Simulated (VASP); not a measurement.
Here is a VASP 6.6.1 calculation.

File INCAR:

```
ALGO = Normal
EDIFF = 1E-6
ENCUT = 520
GGA = PS
ISIF = 2
ISMEAR = 0
LASPH = True
LCHARG = False
LREAL = False
LWAVE = False
NBANDS = 11
NELM = 80
PREC = Accurate
SIGMA = 0.01
```

Contents of KPOINTS:

```
k-points
0
Gamma
  8 8 8
```

File POSCAR:

```
C
1.0
    0.0000000000      1.7833700000      1.7833700000
    1.7833700000      0.0000000000      1.7833700000
    1.7833700000      1.7833700000      0.0000000000
C
2
Direct
    0.0000000000      0.0000000000      0.0000000000
    0.2500000000      0.2500000000      0.2500000000
```

Potentials or basis: VASP PAW PBE potentials, release 64 (C).

Run with:

```console
$ cat potpaw_PBE.64/C/POTCAR > POTCAR
$ mpirun -np 1 vasp_std > vasp.out
```

Task: Predict the band gap on the k mesh.

Result: 4.00 eV, indirect (least direct gap 5.54 eV).

Task: What does it give for the pressure?

Result: -3.8 GPa.

Caveat: the PAW data sets were made with another functional, which shifts forces and pressure a little. A k mesh can miss the band edges.
